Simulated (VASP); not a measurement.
# Na7Cl8 (a cell with a defect) in VASP: a series of runs

The runs below take Na7Cl8 (a cell with a defect) through single point, with LDA.

Program: VASP 6.6.1. These are calculated values, not measurements. Logs are shortened: lines on timing, memory, paths and dates and some standing lists are left out, and cuts for length are marked.

### Step 1. The cell of the first run

The cell holds a defect, 15 atoms: a = 8.431 Å, b = 8.431 Å, c = 8.431 Å, α = 60.00°, β = 60.00°, γ = 60.00°.

### Step 2. Single point, LDA

The input, INCAR:

```
  PREC = Accurate
  ENCUT = 520
  EDIFF = 1E-7
  ISMEAR = -1
  SIGMA = 0.05
  LREAL = Auto
  LASPH = T
  NELM = 60
  ALGO = Normal
  ISIF = 2
  LWAVE = F
  LCHARG = F
  GGA = CA
  NBANDS = 66
  NELECT = 106.0
```

The input, KPOINTS:

```
regular mesh
0
Gamma
  2 2 2
```

The input, POSCAR:

```
Na7Cl8
1.0
    0.0000000000      5.9615940000      5.9615940000
    5.9615940000      0.0000000000      5.9615940000
    5.9615940000      5.9615940000      0.0000000000
Na Cl
7 8
Direct
    0.0643703681     -0.0651251997     -0.0599252482
    0.0235004262     -0.0454073189      0.5011075897
   -0.0041431872      0.4895167299     -0.1063306223
   -0.0470931097      0.4928966984      0.3726100771
    0.4577047682     -0.0343280673      0.0734115742
    0.5440323511      0.0556898038      0.4156774178
    0.5476639302      0.5605799389     -0.0451808694
    0.2089961175      0.1881459891      0.3754616634
    0.2730813269      0.1347961636      0.8519701275
    0.1671532815      0.7261983959      0.3159893143
    0.2205869772      0.7264583935      0.7593690547
    0.7472665868      0.2721755289      0.2710684424
    0.8067808710      0.3604237390      0.7348034771
    0.7769734068      0.8160065915      0.1429986678
    0.7433414620      0.8057408807      0.7744573012
```

Potentials or basis: VASP PAW LDA potentials, release 64 (Na_pv, Cl).

On the command line:

```
$ cat potpaw_LDA.64/Na_pv/POTCAR potpaw_LDA.64/Cl/POTCAR > POTCAR
$ mpirun -np 1 vasp_std > vasp.out
```

OUTCAR:

```text
PREC = Accurate
   ENCUT = 520
   EDIFF = 1E-7
   ISMEAR = -1
   LREAL = Auto
   LASPH = T
   NELM = 60
   ISIF = 2
   GGA = CA
   NELECT = 106.0

 ion  position               nearest neighbor table
   1  0.064  0.935  0.940-  11 2.35  14 2.52   9 2.63
   2  0.024  0.955  0.501-  10 2.53   8 2.60  15 2.66  11 2.73
   3  0.996  0.490  0.894-  15 2.54
   4  0.953  0.493  0.373-   8 2.39  13 2.51  14 2.63
   5  0.458  0.966  0.073-   9 2.44  14 2.57
   6  0.544  0.056  0.416-  12 2.56   8 2.60
   7  0.548  0.561  0.955-  13 2.54  15 2.66
   8  0.209  0.188  0.375-   4 2.39   6 2.60   2 2.60
   9  0.273  0.135  0.852-   5 2.44   1 2.63
  10  0.167  0.726  0.316-   2 2.53
  11  0.221  0.726  0.759-   1 2.35   2 2.73
  12  0.747  0.272  0.271-   6 2.56
  13  0.807  0.360  0.735-   4 2.51   7 2.54
  14  0.777  0.816  0.143-   1 2.52   5 2.57   4 2.63
  15  0.743  0.806  0.774-   3 2.54   7 2.66   2 2.66

  LATTYP: Found a face centered cubic cell.
 ALAT       =    11.9231880000

  Lattice vectors:

 A1 = (   0.0000000000,   5.9615940000,   5.9615940000)
 A2 = (   5.9615940000,   0.0000000000,   5.9615940000)
 A3 = (   5.9615940000,   5.9615940000,   0.0000000000)

Analysis of symmetry for initial positions (statically):
=====================================================================
 Subroutine PRICEL returns:
 Original cell was already a primitive cell.

 Routine SETGRP: Setting up the symmetry group for a
 face centered cubic supercell.

 Subroutine GETGRP returns: Found  1 space group operations
 (whereof  1 operations were pure point group operations)
 out of a pool of 48 trial point group operations.

The static configuration has the point symmetry C_1 .

Analysis of symmetry for dynamics (positions and initial velocities):
=====================================================================
 Subroutine PRICEL returns:
 Original cell was already a primitive cell.

 Routine SETGRP: Setting up the symmetry group for a
 face centered cubic supercell.

 Subroutine GETGRP returns: Found  1 space group operations
 (whereof  1 operations were pure point group operations)
 out of a pool of 48 trial point group operations.
[... 119 lines left out ...]
   TEBEG  =    0.0;   TEEND  =   0.0 temperature during run
   PSTRESS=    0.0 pullay stress
   NELECT =     106.0000    total number of electrons
   NUPDOWN=      -1.0000    fix difference up-down
   EMIN   =  10.00;   EMAX   =-10.00  energy-range for DOS
   EFERMI =   0.00;   METHOD = LEGACY
   ISMEAR =    -1;   SIGMA  =   0.05  broadening in eV -4-tet -1-fermi 0-gaus
   EFERMI_NEDOS =   21; number of points for ismear=-14 and -15
   IALGO  =     38    algorithm
   IMIX   =      4    mixing-type and parameters
     AMIX     =   0.40;   BMIX     =  1.00
     AMIX_MAG =   1.60;   BMIX_MAG =  1.00
  volume/ion in A,a.u.               =      28.25       190.64
  Fermi-wavevector in a.u.,A,eV,Ry     =   1.031504  1.949261 14.476615  1.064001
  Thomas-Fermi vector in A             =   2.165656
   LORBIT       =      0    0 simple, 1 ext, 2 COOP (PROOUT), +10 PAW based schemes
   GGA     = CA    functional components
   LHFCALC =     F    Hartree Fock is set to
   AEXX    =    0.0000 exact exchange contribution
   IVDW    =     0    specifies the selected vdW correction
   LEPSILON=     F    determine dielectric tensor
   LRPA    =     F    only Hartree local field effects (RPA)
 non-spin polarized calculation
  energy-cutoff  :      520.00
  volume of cell :      423.76
 maximum number of plane-waves:     11527
 NGX is ok and might be reduce to    64
   NGX = 31   NGY = 31   NGZ = 31

 number of electron     106.0000003 magnetization

 Free energy of the ion-electron system (eV)
  ---------------------------------------------------
  ext. energy  EPLUGINS =         0.00000000
  ---------------------------------------------------
  free energy    TOTEN  =       -51.29223778 eV

  energy without entropy =      -51.29223778  energy(sigma->0) =      -51.29223778

 E-fermi :  -0.5487     XC(G=0):  -7.7212

 val. band max:       -1.7281231236   @ k =   0.5000   0.0000   0.0000
 cond. band min:       2.1161200382   @ k =   0.0000   0.0000   0.0000
 fundamental gap:      3.8442431618
 Fermi energy:        -0.5487185652

 k-point     1 :       0.0000    0.0000    0.0000
  band No.  band energies     occupation
      1     -23.7463      2.00000
      2     -23.7363      2.00000
      3     -23.7159      2.00000
      4     -23.6793      2.00000
      5     -23.6553      2.00000
      6     -23.6435      2.00000
[... 533 lines left out ...]
     64       6.4605      0.00000
     65       6.6121      0.00000
 [bands above 65 left out]

------------------------ aborting loop because EDIFF is reached ----------------------------------------

  FORCE on cell =-STRESS in cart. coord.  units (eV):
  Direction    XX          YY          ZZ          XY          YZ          ZX
  --------------------------------------------------------------------------------------
  -------------------------------------------------------------------------------------
  Total        4.7804150      2.8870783      1.4232126     -1.3063040      0.2867012     -0.2193967
  in kB       18.0741964     10.9157094      5.3810023     -4.9389844      1.0839841     -0.8295134
  external PRESSURE =      11.4569693 kB  Pullay stress =       0.0000000 kB

 VOLUME and BASIS-vectors are now :
 -----------------------------------------------------------------------------
  energy-cutoff  :      520.00
  volume of cell :      423.76
      direct lattice vectors                 reciprocal lattice vectors
     0.000000000  5.961594000  5.961594000    -0.083870186  0.083870186  0.083870186
     5.961594000  0.000000000  5.961594000     0.083870186 -0.083870186  0.083870186
     5.961594000  5.961594000  0.000000000     0.083870186  0.083870186 -0.083870186

 POSITION                                       TOTAL-FORCE (eV/Angst)
 -----------------------------------------------------------------------------------
     11.17769      5.98809      5.95709         1.267675     -0.000980      0.476007
      8.67829      3.12750      5.83099         0.257415     -0.138038     -0.125211
      8.24599     11.26459      8.85519        -0.385360      0.291987     -0.046043
      5.15980      7.90219      8.61929         0.667709     -0.437585      0.312717
      6.19459      3.16630      8.48559         0.030451      0.262827     -0.100171
      2.81010      5.72140      3.57530         0.069817      0.307478     -0.113690
      9.03419      8.95719      6.60690         0.157963     -0.058041     -0.170190
      3.36000      3.48430      2.36760        -1.096227      0.338057      0.248454
      5.88270      6.70710      2.43160         0.085451     -0.608492      0.096468
      6.21310      2.88030      5.32580        -0.693050     -0.201701      0.160338
      8.85790      5.84210      5.64590        -1.053079      0.319658     -0.161298
      3.23860      6.07090      6.07750        -0.098425     -0.147587      0.382987
      6.52930      9.19030      6.95840         0.154432      0.309496     -0.334767
      5.71720      5.48450      9.49670         0.614450      0.246011     -0.401160
      9.42050      9.04850      9.23500         0.020777     -0.483091     -0.224440
 -----------------------------------------------------------------------------------
    total drift:                               -0.001688     -0.000300     -0.002145

  FREE ENERGIE OF THE ION-ELECTRON SYSTEM (eV)
  ---------------------------------------------------
  free  energy   TOTEN  =       -51.2922377802 eV

  energy  without entropy=      -51.2922377801  energy(sigma->0) =      -51.29223778
```

It took 4.5 min on 1 thread of Intel Xeon 6975P-C (Granite Rapids), shared host; peak memory 0.49 GiB.

What came out:

* Free energy: -51.2922 eV
* Largest force: 1.354 eV/Å

Forces in eV/Å, atoms in the order of the input:
```
Na   1.268 -0.001  0.476
Na   0.257 -0.138 -0.125
Na  -0.385  0.292 -0.046
Na   0.668 -0.438  0.313
Na   0.030  0.263 -0.100
Na   0.070  0.307 -0.114
Na   0.158 -0.058 -0.170
Cl  -1.096  0.338  0.248
Cl   0.085 -0.608  0.096
Cl  -0.693 -0.202  0.160
Cl  -1.053  0.320 -0.161
Cl  -0.098 -0.148  0.383
Cl   0.154  0.309 -0.335
Cl   0.614  0.246 -0.401
Cl   0.021 -0.483 -0.224
```

Levels at points of the mesh, in eV from the Fermi level:
| k point | band 51 | band 52 | band 53 | band 54 | band 55 | band 56 |
| --- | --- | --- | --- | --- | --- | --- |
| (0.00, 0.00, 0.00) | -1.30 | -1.28 | -1.19 | 2.66 | 4.87 | 5.04 |
| (0.50, 0.00, 0.00) | -1.35 | -1.27 | -1.18 | 3.84 | 4.04 | 5.03 |
| (0.00, 0.50, 0.00) | -1.38 | -1.29 | -1.22 | 3.88 | 3.96 | 5.06 |
| (0.00, 0.00, 0.50) | -1.38 | -1.28 | -1.25 | 3.75 | 4.23 | 5.27 |
| (0.50, 0.50, 0.50) | -1.36 | -1.30 | -1.23 | 3.80 | 4.09 | 5.08 |
| (0.50, 0.50, 0.00) | -1.36 | -1.33 | -1.29 | 4.19 | 4.31 | 4.97 |
| (0.00, 0.50, 0.50) | -1.34 | -1.32 | -1.22 | 3.96 | 4.50 | 5.07 |
| (0.50, 0.00, 0.50) | -1.36 | -1.28 | -1.20 | 4.10 | 4.32 | 5.15 |

Caveat: the k points lie up to 0.46 Å⁻¹ apart; the cell carries a net charge on a neutralising background, which shifts energy and pressure; the cell is charged against a uniform background, so pressure and absolute levels hang on convention.

### Step 3. Single point, LDA

The input, INCAR:

```
SYSTEM = Na7Cl8
PREC = Accurate ; ENCUT = 520
EDIFF = 1E-6 ; ISMEAR = -1
SIGMA = 0.05 ; LREAL = Auto
LASPH = .True. ; NELM = 60
ALGO = Normal ; ISIF = 2
LWAVE = .False. ; LCHARG = .False.
GGA = CA ; NELECT = 106.0
NBANDS = 66
```

The input, KPOINTS:

```
Automatic mesh
0
Gamma
  2 2 2
  0 0 0
```

The input, POSCAR:

```
Na7Cl8
1.0
    0.0000000000      5.9615940000      5.9615940000
    5.9615940000      0.0000000000      5.9615940000
    5.9615940000      5.9615940000      0.0000000000
Na Cl
7 8
Direct
   -0.0244900944     -0.0191391765      0.0325751804
    0.0599336352      0.0655026156      0.4206928550
    0.0195165924      0.5404175460     -0.0850359820
   -0.0629948970      0.4965198905      0.4276792415
    0.5180661414     -0.1333032743      0.0227959167
    0.4492003313      0.0532659554      0.6223922662
    0.4628292366      0.4921502538     -0.1116815402
    0.3060926323      0.2282946474      0.2702800627
    0.2331675052      0.1724119422      0.8988451746
    0.2317165510      0.7321699532      0.1777041509
    0.2377635914      0.8126769451      0.7321951143
    0.7557877977      0.2538582802      0.3628224264
    0.8232613626      0.2622872339      0.7868784758
    0.7490949568      0.8170298078      0.1505973067
    0.7136598031      0.7242609946      0.7312725422
```

Potentials or basis: VASP PAW LDA potentials, release 64 (Na_pv, Cl).

On the command line:

```
$ cat potpaw_LDA.64/Na_pv/POTCAR potpaw_LDA.64/Cl/POTCAR > POTCAR
$ mpirun -np 1 vasp_std > vasp.out
```

OUTCAR:

```text
SYSTEM = Na7Cl8
   PREC = Accurate
   ENCUT = 520
   EDIFF = 1E-6
   ISMEAR = -1
   LREAL = Auto
   LASPH = .True.
   NELM = 60
   ISIF = 2
   GGA = CA
   NELECT = 106.0

 ion  position               nearest neighbor table
   1  0.976  0.981  0.033-  14 2.43  10 2.47  13 2.50
   2  0.060  0.066  0.421-  12 2.40   8 2.51
   3  0.020  0.540  0.915-
   4  0.937  0.497  0.428-  13 2.65
   5  0.518  0.867  0.023-  14 2.44  10 2.63  15 2.67   9 2.67
   6  0.449  0.053  0.622-   9 2.45  15 2.61
   7  0.463  0.492  0.888-  11 2.54  13 2.63
   8  0.306  0.228  0.270-   2 2.51
   9  0.233  0.172  0.899-   6 2.45   5 2.67
  10  0.232  0.732  0.178-   1 2.47   5 2.63
  11  0.238  0.813  0.732-   7 2.54
  12  0.756  0.254  0.363-   2 2.40
  13  0.823  0.262  0.787-   1 2.50   7 2.63   4 2.65
  14  0.749  0.817  0.151-   1 2.43   5 2.44
  15  0.714  0.724  0.731-   6 2.61   5 2.67

[... 742 lines left out ...]
 [bands above 65 left out]

------------------------ aborting loop because EDIFF is reached ----------------------------------------

  FORCE on cell =-STRESS in cart. coord.  units (eV):
  Direction    XX          YY          ZZ          XY          YZ          ZX
  --------------------------------------------------------------------------------------
  -------------------------------------------------------------------------------------
  Total        0.7111713      5.3987367      1.9291808     -1.0809530     -0.0284483      0.2479338
  in kB        2.6888563     20.4119992      7.2940096     -4.0869583     -0.1075596      0.9374092
  external PRESSURE =      10.1316217 kB  Pullay stress =       0.0000000 kB

 VOLUME and BASIS-vectors are now :
 -----------------------------------------------------------------------------
  energy-cutoff  :      520.00
  volume of cell :      423.76
      direct lattice vectors                 reciprocal lattice vectors
     0.000000000  5.961594000  5.961594000    -0.083870186  0.083870186  0.083870186
     5.961594000  0.000000000  5.961594000     0.083870186 -0.083870186  0.083870186
     5.961594000  5.961594000  0.000000000     0.083870186  0.083870186 -0.083870186

 POSITION                                       TOTAL-FORCE (eV/Angst)
 -----------------------------------------------------------------------------------
      6.04169      6.00979     11.66309         0.139478     -0.022986      0.633751
      2.89850      2.86530      0.74780        -0.310813      0.752510     -0.270538
      8.67639      5.57099      3.33810         0.134454     -0.229864     -0.162403
      5.50970      8.13569      8.54609         0.110437     -0.035068      0.237122
      5.30279      3.22440      8.25539         0.076516     -0.290433     -0.316558
      4.02800      6.38840      2.99550        -0.725242     -0.558936      0.320714
      8.22979      8.05499      5.69320         0.199097      0.623281      0.075745
      2.97230      3.43610      3.18580         0.256759     -0.231987      0.266096
      6.38640      6.74860      2.41790         0.754294     -0.117196      0.456591
      5.42430      2.44080      5.74630         0.046716      0.754880     -0.487188
      9.20990      5.78250      6.26230        -0.262294     -0.496478     -0.357633
      3.67640      6.66870      6.01910         0.144507     -0.544177     -0.097886
      6.25470      9.59900      6.47160        -0.228760     -0.577078      0.106807
      5.76860      5.36360      9.33660        -0.413685      0.680868     -0.645319
      8.67730      8.61410      8.57230         0.078536      0.292664      0.240698
 -----------------------------------------------------------------------------------
    total drift:                               -0.001552      0.001263     -0.001851

  FREE ENERGIE OF THE ION-ELECTRON SYSTEM (eV)
  ---------------------------------------------------
  free  energy   TOTEN  =       -51.1098029070 eV

  energy  without entropy=      -51.1098029070  energy(sigma->0) =      -51.10980291
```

stdout:

```text
POSCAR found type information on POSCAR NaCl
 POSCAR found :  2 types and      15 ions
 scaLAPACK will be used
 LDA part: xc-table for (Slater(with rela. corr.)+CA(PZ))
 , standard interpolation
 POSCAR, INCAR and KPOINTS ok, starting setup
 FFT: planning ... GRIDC
 FFT: planning ... GRID_SOFT
 FFT: planning ... GRID
 WAVECAR not read
 entering main loop
 the old and the new charge density differ
 old charge density:   105.00000 new  106.00000
    0.681E+00
```

Wall time 4.2 min (1 thread of Intel Xeon 6975P-C (Granite Rapids), shared host); peak memory 0.48 GiB.

Results:

```
Free energy   : -51.1098 eV
Largest force : 1.025 eV/Å
```

Forces on the atoms (eV/Å):
```
Na   0.139 -0.023  0.634
Na  -0.311  0.753 -0.271
Na   0.134 -0.230 -0.162
Na   0.110 -0.035  0.237
Na   0.077 -0.290 -0.317
Na  -0.725 -0.559  0.321
Na   0.199  0.623  0.076
Cl   0.257 -0.232  0.266
Cl   0.754 -0.117  0.457
Cl   0.047  0.755 -0.487
Cl  -0.262 -0.496 -0.358
Cl   0.145 -0.544 -0.098
Cl  -0.229 -0.577  0.107
Cl  -0.414  0.681 -0.645
Cl   0.079  0.293  0.241
```

Levels at points of the mesh, in eV from the Fermi level:
| k point | band 49 | band 50 | band 51 | band 52 | band 53 | band 54 | band 55 | band 56 | band 57 | band 58 |
| --- | --- | --- | --- | --- | --- | --- | --- | --- | --- | --- |
| (0.00, 0.00, 0.00) | -1.74 | -1.56 | -1.54 | -1.33 | -1.30 | 2.39 | 4.64 | 4.73 | 5.03 | 5.11 |
| (0.50, 0.00, 0.00) | -1.77 | -1.58 | -1.55 | -1.33 | -1.29 | 3.44 | 3.85 | 4.85 | 5.21 | 5.40 |
| (0.00, 0.50, 0.00) | -1.73 | -1.54 | -1.46 | -1.37 | -1.27 | 3.51 | 3.80 | 4.85 | 4.89 | 5.30 |
| (0.00, 0.00, 0.50) | -1.68 | -1.63 | -1.57 | -1.40 | -1.37 | 3.52 | 3.79 | 4.98 | 5.12 | 5.33 |
| (0.50, 0.50, 0.50) | -1.72 | -1.65 | -1.61 | -1.37 | -1.31 | 3.50 | 3.90 | 4.88 | 5.01 | 5.30 |
| (0.50, 0.50, 0.00) | -1.80 | -1.55 | -1.49 | -1.36 | -1.28 | 3.77 | 4.15 | 4.77 | 5.00 | 5.22 |
| (0.00, 0.50, 0.50) | -1.76 | -1.72 | -1.59 | -1.34 | -1.30 | 3.67 | 4.14 | 4.70 | 5.03 | 5.32 |
| (0.50, 0.00, 0.50) | -1.68 | -1.62 | -1.50 | -1.38 | -1.36 | 3.79 | 4.12 | 4.95 | 4.96 | 5.07 |

Caveat: the k points lie up to 0.46 Å⁻¹ apart; the cell carries a net charge on a neutralising background, which shifts energy and pressure; the cell is charged against a uniform background, so pressure and absolute levels hang on convention.

(Continued in part 2 of 2.)
